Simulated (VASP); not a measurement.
Crystal: AlN.

```xyz
4
Lattice="3.0577 0.0000 0.0000 -1.5289 2.6480 0.0000 0.0000 0.0000 4.7458" Properties=species:S:1:pos:R:3 pbc="T T T"
Al    0.0000    1.7654    0.0072
Al    1.5289    0.8827    2.3801
N     0.0000    1.7654    1.8199
N     1.5289    0.8827    4.1928
```

- Program: VASP 6.6.1
- Task: relaxation of the atoms
- Functional: LDA
- Potentials or basis: VASP PAW LDA potentials, release 64 (Al, N)
- Cutoff: 520 eV
- k mesh: 9 × 9 × 6
- Occupations: gaussian, width 0.05 eV
- Spin: no spin polarisation

At the start: pressure 15.3 GPa; volume 9.61 Å³/atom.

Question: How do energy, volume and symmetry change on relaxing?

Answer: Over 3 steps the energy falls by 5.4 meV/atom; space group P6_3mc (No. 186, to 0.05 Å).

The path:
```csv
step,energy change (eV),largest force (eV/Å),pressure (GPa)
1,0.0000,0.6112,15.26
2,-0.0145,0.3098,14.48
3,-0.0216,0.0014,14.67
```

Final structure:
```
CELL_PARAMETERS angstrom
3.05770 0.00000 0.00000
-1.52885 2.64805 0.00000
0.00000 0.00000 4.74580
ATOMIC_POSITIONS crystal
Al 0.33333 0.66667 0.99767
Al 0.66667 0.33333 0.49767
N 0.33333 0.66667 0.38733
N 0.66667 0.33333 0.88733
```
